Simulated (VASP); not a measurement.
# Y3Cl (Pm-3m) in VASP: further runs

Y3Cl is run at these levels: PBE; tasks: single point, relaxation of cell and atoms.

Everything below comes from runs of VASP 6.6.1. Logs are shortened: lines on timing, memory, paths and dates and some standing lists are left out, and cuts for length are marked.

**1. The cell of the first run**

It takes space group Pm-3m (No. 221, cubic). Conventional cell: a = 4.890 Å, b = 4.890 Å, c = 4.890 Å, α = 90.00°, β = 90.00°, γ = 90.00°. Within 4.5 Å of Y (site symmetry 4/mmm) lie 8 Y at 3.46 Å and 4 Cl at 3.46 Å. Within 4.5 Å of Cl (site symmetry m-3m) lie 12 Y at 3.46 Å.

**2. Single point, PBE**

The input, INCAR:

```
PREC = Accurate ; ENCUT = 520
EDIFF = 1E-7 ; ISMEAR = 0
SIGMA = 0.1 ; LREAL = False
LASPH = True ; NELM = 60
ALGO = Normal ; ISIF = 2
LWAVE = False ; LCHARG = False
GGA = PE ; NBANDS = 28
```

The input, KPOINTS:

```
Automatic mesh
0
Gamma
  4 4 4
```

The input, POSCAR:

```
Y3Cl
1.0
    4.8897815747      0.0000000000      0.0000000000
    0.0000000000      4.8897815747      0.0000000000
    0.0000000000      0.0000000000      4.8897815747
Y Cl
3 1
Direct
    0.0000000000      0.5000000000      0.5000000000
    0.5000000000      0.0000000000      0.5000000000
    0.5000000000      0.5000000000      0.0000000000
    0.0000000000      0.0000000000      0.0000000000
```

Potentials or basis: VASP PAW PBE potentials, release 64 (Y_sv, Cl).

Started as:

```bash
$ cat potpaw_PBE.64/Y_sv/POTCAR potpaw_PBE.64/Cl/POTCAR > POTCAR
$ mpirun -np 1 vasp_std > vasp.out
```

OUTCAR:

```text
PREC = Accurate
   ENCUT = 520
   EDIFF = 1E-7
   ISMEAR = 0
   LREAL = False
   LASPH = True
   NELM = 60
   ISIF = 2
   GGA = PE

 ion  position               nearest neighbor table
   1  0.000  0.500  0.500-   2 3.46   3 3.46   4 3.46   3 3.46   4 3.46   2 3.46   4 3.46   4 3.46
                             2 3.46   3 3.46   3 3.46   2 3.46
   2  0.500  0.000  0.500-   1 3.46   3 3.46   4 3.46   3 3.46   4 3.46   1 3.46   3 3.46   3 3.46
                             1 3.46   4 3.46   4 3.46   1 3.46
   3  0.500  0.500  0.000-   1 3.46   2 3.46   4 3.46   1 3.46   2 3.46   2 3.46   4 3.46   2 3.46
                             1 3.46   4 3.46   1 3.46   4 3.46
   4  0.000  0.000  0.000-   1 3.46   2 3.46   3 3.46   1 3.46   2 3.46   1 3.46   3 3.46   1 3.46
                             2 3.46   3 3.46   2 3.46   3 3.46

  LATTYP: Found a simple cubic cell.
 ALAT       =     4.8897815747

  Lattice vectors:

 A1 = (   4.8897815747,   0.0000000000,   0.0000000000)
 A2 = (   0.0000000000,   4.8897815747,   0.0000000000)
 A3 = (   0.0000000000,   0.0000000000,   4.8897815747)

Analysis of symmetry for initial positions (statically):
=====================================================================
 Subroutine PRICEL returns:
 Original cell was already a primitive cell.

 Routine SETGRP: Setting up the symmetry group for a
 simple cubic supercell.

 Subroutine GETGRP returns: Found 48 space group operations
 (whereof 48 operations were pure point group operations)
 out of a pool of 48 trial point group operations.

The static configuration has the point symmetry O_h .

Analysis of symmetry for dynamics (positions and initial velocities):
=====================================================================
 Subroutine PRICEL returns:
 Original cell was already a primitive cell.

 Routine SETGRP: Setting up the symmetry group for a
 simple cubic supercell.

 Subroutine GETGRP returns: Found 48 space group operations
 (whereof 48 operations were pure point group operations)
 out of a pool of 48 trial point group operations.

The dynamic configuration has the point symmetry O_h .

 Subroutine INISYM returns: Found 48 space group operations
 (whereof 48 operations are pure point group operations),
 and found     1 'primitive' translations

----------------------------------------------------------------------------------------

                                     Primitive cell

  volume of cell :     116.9145

  direct lattice vectors                    reciprocal lattice vectors
     4.889781575  0.000000000  0.000000000     0.204508112  0.000000000  0.000000000
     0.000000000  4.889781575  0.000000000     0.000000000  0.204508112  0.000000000
     0.000000000  0.000000000  4.889781575     0.000000000  0.000000000  0.204508112

  length of vectors
     4.889781575  4.889781575  4.889781575     0.204508112  0.204508112  0.204508112

  position of ions in fractional coordinates (direct lattice)
     0.000000000  0.500000000  0.500000000
     0.500000000  0.000000000  0.500000000
     0.500000000  0.500000000  0.000000000
     0.000000000  0.000000000  0.000000000

  ion indices of the primitive-cell ions
   primitive index   ion index
                 1           1
                 2           2
                 3           3
                 4           4

----------------------------------------------------------------------------------------

 KPOINTS: Automatic mesh

Automatic generation of k-mesh.
 Grid dimensions read from file:
 generate k-points for:    4    4    4

 Generating k-lattice:

  Cartesian coordinates                     Fractional coordinates (reciprocal lattice)
     0.051127028  0.000000000  0.000000000     0.250000000  0.000000000  0.000000000
     0.000000000  0.051127028  0.000000000     0.000000000  0.250000000  0.000000000
     0.000000000  0.000000000  0.051127028     0.000000000  0.000000000  0.250000000

  Length of vectors
     0.051127028  0.051127028  0.051127028

  Shift w.r.t. Gamma in fractional coordinates (k-lattice)
     0.000000000  0.000000000  0.000000000

 Subroutine IBZKPT returns following result:
 ===========================================

 Found     10 irreducible k-points:

 Following reciprocal coordinates:
            Coordinates               Weight
  0.000000  0.000000  0.000000      1.000000
  0.250000  0.000000  0.000000      6.000000
  0.500000  0.000000  0.000000      3.000000
  0.250000  0.250000  0.000000     12.000000
  0.500000  0.250000  0.000000     12.000000
  0.500000  0.500000  0.000000      3.000000
  0.250000  0.250000  0.250000      8.000000
  0.500000  0.250000  0.250000     12.000000
  0.500000  0.500000  0.250000      6.000000
  0.500000  0.500000  0.500000      1.000000
   k-points           NKPTS =     10   k-points in BZ     NKDIM =     10   number of bands    NBANDS=     28
   number of dos      NEDOS =    301   number of ions     NIONS =      4
   total plane-waves  NPLWV =  46656
   dimension x,y,z NGX =    36 NGY =   36 NGZ =   36
   dimension x,y,z NGXF=    72 NGYF=   72 NGZF=   72
   ions per type =               3   1
   NGX,Y,Z   is equivalent  to a cutoff of  12.24, 12.24, 12.24 a.u.
   NGXF,Y,Z  is equivalent  to a cutoff of  24.48, 24.48, 24.48 a.u.
 SYSTEM =  unknown system
   PREC   = accura    normal or accurate (medium, high low for compatibility)
   ISTART =      0    job   : 0-new  1-cont  2-samecut
   ICHARG =      2    charge: 1-file 2-atom 10-const
   ISPIN  =      1    spin polarized calculation?
   LNONCOLLINEAR =      F non collinear calculations
   LSORBIT =      F    spin-orbit coupling
   LASPH  =      T    aspherical Exc in radial PAW
   ENCUT  =  520.0 eV  38.22 Ry    6.18 a.u.   9.09  9.09  9.09*2*pi/ulx,y,z
   NELM   =     60;   NELMIN=  2; NELMDL= -5     # of ELM steps
   EDIFF  = 0.1E-06   stopping-criterion for ELM
   LREAL  =      F    real-space projection
   EDIFFG = 0.1E-05   stopping-criterion for IOM
   NSW    =      0    number of steps for IOM
   IBRION =     -1    ionic relax: 0-MD 1-quasi-New 2-CG
   NFREE  =      0    steps in history (QN), initial steepest desc. (CG)
   ISIF   =      2    stress and relaxation
   ISYM   =      2    0-nonsym 1-usesym 2-fastsym
   POTIM  = 0.5000    time-step for ionic-motion
   TEBEG  =    0.0;   TEEND  =   0.0 temperature during run
   PSTRESS=    0.0 pullay stress
   NELECT =      40.0000    total number of electrons
   NUPDOWN=      -1.0000    fix difference up-down
   EMIN   =  10.00;   EMAX   =-10.00  energy-range for DOS
   EFERMI =   0.00;   METHOD = LEGACY
   ISMEAR =     0;   SIGMA  =   0.10  broadening in eV -4-tet -1-fermi 0-gaus
   EFERMI_NEDOS =   21; number of points for ismear=-14 and -15
   IALGO  =     38    algorithm
   IMIX   =      4    mixing-type and parameters
     AMIX     =   0.40;   BMIX     =  1.00
     AMIX_MAG =   1.60;   BMIX_MAG =  1.00
  volume/ion in A,a.u.               =      29.23       197.24
  Fermi-wavevector in a.u.,A,eV,Ry     =   1.145000  2.163736 17.837568  1.311024
  Thomas-Fermi vector in A             =   2.281690
   LORBIT       =      0    0 simple, 1 ext, 2 COOP (PROOUT), +10 PAW based schemes
   GGA     = PE    functional components
   LHFCALC =     F    Hartree Fock is set to
   AEXX    =    0.0000 exact exchange contribution
   IVDW    =     0    specifies the selected vdW correction
   LEPSILON=     F    determine dielectric tensor
   LRPA    =     F    only Hartree local field effects (RPA)
 non-spin polarized calculation
 Gauss-broadening in eV      SIGMA  =   0.10
  energy-cutoff  :      520.00
  volume of cell :      116.91
 maximum number of plane-waves:      3178
   NGX = 19   NGY = 19   NGZ = 19

 number of electron      39.9999999 magnetization

 Free energy of the ion-electron system (eV)
  ---------------------------------------------------
  ext. energy  EPLUGINS =         0.00000000
  ---------------------------------------------------
  free energy    TOTEN  =       -21.07096981 eV

  energy without entropy =      -21.03675055  energy(sigma->0) =      -21.05386018

 E-fermi :   3.8824     XC(G=0):  -9.4828

 val. band max:        3.8654546931   @ k =   0.5000   0.2500   0.0000
 cond. band min:       3.9051256291   @ k =   0.2500   0.2500   0.0000
 fundamental gap:      0.0396709360
 Fermi energy:         3.8824420638

 k-point     1 :       0.0000    0.0000    0.0000
  band No.  band energies     occupation
      1     -39.0914      2.00000
      2     -38.9912      2.00000
      3     -38.9912      2.00000
      4     -19.3060      2.00000
      5     -19.3060      2.00000
      6     -19.3060      2.00000
[... 20 lines left out ...]
     27       7.8927      0.00000
     28       7.8927      0.00000

 k-point     2 :       0.2500    0.0000    0.0000
  band No.  band energies     occupation
      1     -39.0786      2.00000
      2     -39.0039      2.00000
      3     -38.9910      2.00000
      4     -19.2651      2.00000
      5     -19.2651      2.00000
      6     -19.2503      2.00000
[... 20 lines left out ...]
     27       6.5744      0.00000
     28       6.9154      0.00000

 k-point     3 :       0.5000    0.0000    0.0000
  band No.  band energies     occupation
      1     -39.0579      2.00000
      2     -39.0246      2.00000
      3     -38.9909      2.00000
      4     -19.2056      2.00000
      5     -19.2056      2.00000
      6     -19.1633      2.00000
[... 20 lines left out ...]
     27       6.0415      0.00000
     28       6.2010      0.00000

 k-point     4 :       0.2500    0.2500    0.0000
  band No.  band energies     occupation
      1     -39.0673      2.00000
      2     -39.0077      2.00000
      3     -38.9983      2.00000
      4     -19.2951      2.00000
      5     -19.2236      2.00000
      6     -19.1723      2.00000
[... 20 lines left out ...]
     27       6.4842      0.00000
     28       6.9129      0.00000

 k-point     5 :       0.5000    0.2500    0.0000
  band No.  band energies     occupation
      1     -39.0480      2.00000
      2     -39.0244      2.00000
      3     -39.0006      2.00000
      4     -19.2734      2.00000
      5     -19.1923      2.00000
      6     -19.1608      2.00000
[... 20 lines left out ...]
     27       5.9295      0.00000
     28       6.2923      0.00000

 k-point     6 :       0.5000    0.5000    0.0000
  band No.  band energies     occupation
      1     -39.0243      2.00000
      2     -39.0242      2.00000
      3     -39.0242      2.00000
      4     -19.3375      2.00000
      5     -19.1517      2.00000
      6     -19.1070      2.00000
[... 20 lines left out ...]
     27       6.0054      0.00000
     28       6.2513      0.00000

 k-point     7 :       0.2500    0.2500    0.2500
  band No.  band energies     occupation
      1     -39.0578      2.00000
      2     -39.0076      2.00000
      3     -39.0076      2.00000
      4     -19.3278      2.00000
      5     -19.2195      2.00000
      6     -19.2195      2.00000
[... 20 lines left out ...]
     27       6.6437      0.00000
     28       6.8073      0.00000

 k-point     8 :       0.5000    0.2500    0.2500
  band No.  band energies     occupation
      1     -39.0410      2.00000
      2     -39.0242      2.00000
      3     -39.0075      2.00000
      4     -19.2843      2.00000
      5     -19.2809      2.00000
      6     -19.2516      2.00000
[... 20 lines left out ...]
     27       6.1331      0.00000
     28       6.1942      0.00000

 k-point     9 :       0.5000    0.5000    0.2500
  band No.  band energies     occupation
      1     -39.0241      2.00000
      2     -39.0241      2.00000
      3     -39.0241      2.00000
      4     -19.3338      2.00000
      5     -19.2869      2.00000
      6     -19.2628      2.00000
[... 20 lines left out ...]
     27       6.2792      0.00000
     28       6.5342      0.00000

 k-point    10 :       0.5000    0.5000    0.5000
  band No.  band energies     occupation
      1     -39.0239      2.00000
      2     -39.0239      2.00000
      3     -39.0239      2.00000
      4     -19.3710      2.00000
      5     -19.3300      2.00000
      6     -19.3300      2.00000
[... 20 lines left out ...]
     27       6.3146      0.00000
     28       7.1633      0.00000

------------------------ aborting loop because EDIFF is reached ----------------------------------------

  FORCE on cell =-STRESS in cart. coord.  units (eV):
  Direction    XX          YY          ZZ          XY          YZ          ZX
  --------------------------------------------------------------------------------------
  -------------------------------------------------------------------------------------
  Total        0.0670830      0.0670830      0.0670830      0.0000000     -0.0000000      0.0000000
  in kB        0.9192952      0.9192952      0.9192952      0.0000000     -0.0000000      0.0000000
  external PRESSURE =       0.9192952 kB  Pullay stress =       0.0000000 kB

 VOLUME and BASIS-vectors are now :
 -----------------------------------------------------------------------------
  energy-cutoff  :      520.00
  volume of cell :      116.91
      direct lattice vectors                 reciprocal lattice vectors
     4.889781575  0.000000000  0.000000000     0.204508112  0.000000000  0.000000000
     0.000000000  4.889781575  0.000000000     0.000000000  0.204508112  0.000000000
     0.000000000  0.000000000  4.889781575     0.000000000  0.000000000  0.204508112

 POSITION                                       TOTAL-FORCE (eV/Angst)
 -----------------------------------------------------------------------------------
      0.00000      2.44489      2.44489         0.000000      0.000000      0.000000
      2.44489      0.00000      2.44489         0.000000      0.000000      0.000000
      2.44489      2.44489      0.00000         0.000000      0.000000      0.000000
      0.00000      0.00000      0.00000         0.000000      0.000000      0.000000
 -----------------------------------------------------------------------------------
    total drift:                                0.000000      0.000000      0.000000

  FREE ENERGIE OF THE ION-ELECTRON SYSTEM (eV)
  ---------------------------------------------------
  free  energy   TOTEN  =       -21.0709698119 eV

  energy  without entropy=      -21.0367505523  energy(sigma->0) =      -21.05386018
```

It took 79 s on 1 thread of AMD EPYC 7R13, shared host; peak memory 0.19 GiB.

What came out:

```
Free energy            : -21.0710 eV
Pressure               : 0.1 GPa
Band gap on the k mesh : zero (band 20 reaches 4.15 eV, above the bottom of band 21 at 3.22 eV)
```

**3. Relaxation of cell and atoms, PBE**

This run uses another cell than the first one, of 25.91 Å³/atom, 0.886 times its volume.

The input, INCAR:

```
SYSTEM = Y3Cl
PREC     = Accurate       ! precision mode
ENCUT    = 600            ! plane-wave cutoff, eV
EDIFF    = 1E-7           ! SCF threshold, eV
ISMEAR   = 0              ! smearing method
SIGMA    = 0.1            ! smearing width, eV
LREAL    = .FALSE.        ! projectors in reciprocal space
LASPH    = .TRUE.         ! aspherical terms in the spheres
NELM     = 80             ! most SCF steps
ALGO     = Normal         ! electronic algorithm
ISIF     = 3              ! what is computed and relaxed
LWAVE    = .FALSE.        ! write WAVECAR
LCHARG   = .FALSE.        ! write CHGCAR
GGA      = PE             ! functional
IBRION   = 2              ! ionic algorithm
NSW      = 90             ! ionic steps
EDIFFG   = -0.04          ! ionic threshold
```

The input, KPOINTS:

```
Automatic mesh
0
G
  4 4 4
  0 0 0
```

The input, POSCAR:

```
Y3Cl
1.0
    4.6972064886      0.0000000000      0.0000000000
    0.0000000000      4.6972064886      0.0000000000
    0.0000000000      0.0000000000      4.6972064886
Y Cl
3 1
Direct
    0.0000000000      0.5000000000      0.5000000000
    0.5000000000      0.0000000000      0.5000000000
    0.5000000000      0.5000000000      0.0000000000
    0.0000000000      0.0000000000      0.0000000000
```

Potentials or basis: VASP PAW PBE potentials, release 64 (Y_sv, Cl).

Started as:

```bash
$ cat potpaw_PBE.64/Y_sv/POTCAR potpaw_PBE.64/Cl/POTCAR > POTCAR
$ mpirun -np 1 vasp_std > vasp.out
```

Wall time 4.4 min (1 thread of AMD EPYC 7R13, shared host); peak memory 0.23 GiB.

It converged, with:

```yaml
Free_energy: -21.0702 eV
Relaxed_volume: 29.34 Å³/atom
Relaxed_cell: a = 4.896 Å, b = 4.896 Å, c = 4.896 Å, α = 90.00°, β = 90.00°, γ = 90.00°
Space_group_after_relaxing_to_0.05_Å: Pm-3m (No. 221)
Energy_gained_by_relaxing: 47.0 meV/atom
Ionic_steps: 3
Pressure_after_relaxing: 0.0 GPa
Band_gap_on_the_k_mesh: zero (band 20 reaches 4.12 eV, above the bottom of band 21 at 3.20 eV)
```

The path:
```
step  energy change (eV)  largest force (eV/Å)  pressure (GPa)  volume (Å³)
   1              0.0000                0.0000            4.81       103.64
   2             -0.1862                0.0000            0.42       115.76
   3             -0.1882                0.0000           -0.02       117.36
```

Final structure:
```cif
data_structure
_symmetry_space_group_name_H-M 'P 1'
_symmetry_Int_Tables_number 1
_cell_length_a 4.8960
_cell_length_b 4.8960
_cell_length_c 4.8960
_cell_angle_alpha 90.000
_cell_angle_beta 90.000
_cell_angle_gamma 90.000
_cell_volume 117.36
loop_
_atom_site_label
_atom_site_type_symbol
_atom_site_fract_x
_atom_site_fract_y
_atom_site_fract_z
_atom_site_occupancy
Y1 Y 0.00000 0.50000 0.50000 1
Y2 Y 0.50000 0.00000 0.50000 1
Y3 Y 0.50000 0.50000 0.00000 1
Cl1 Cl 0.00000 0.00000 0.00000 1
```

Levels at points of the mesh, in eV from the Fermi level:
| k point | band 16 | band 17 | band 18 | band 19 | band 20 | band 21 | band 22 | band 23 |
| --- | --- | --- | --- | --- | --- | --- | --- | --- |
| (0.00, 0.00, 0.00) | -5.11 | -3.90 | -1.27 | -1.27 | -1.19 | -0.66 | -0.66 | -0.66 |
| (0.50, 0.00, 0.00) | -5.27 | -2.11 | -1.08 | -0.17 | 0.04 | 0.18 | 0.89 | 0.89 |
| (0.50, 0.50, 0.00) | -5.38 | -1.20 | -0.36 | -0.36 | 0.16 | 0.83 | 1.07 | 1.07 |
| (0.50, 0.50, 0.50) | -5.38 | -1.72 | -1.72 | -1.72 | -0.10 | 0.88 | 1.31 | 1.31 |
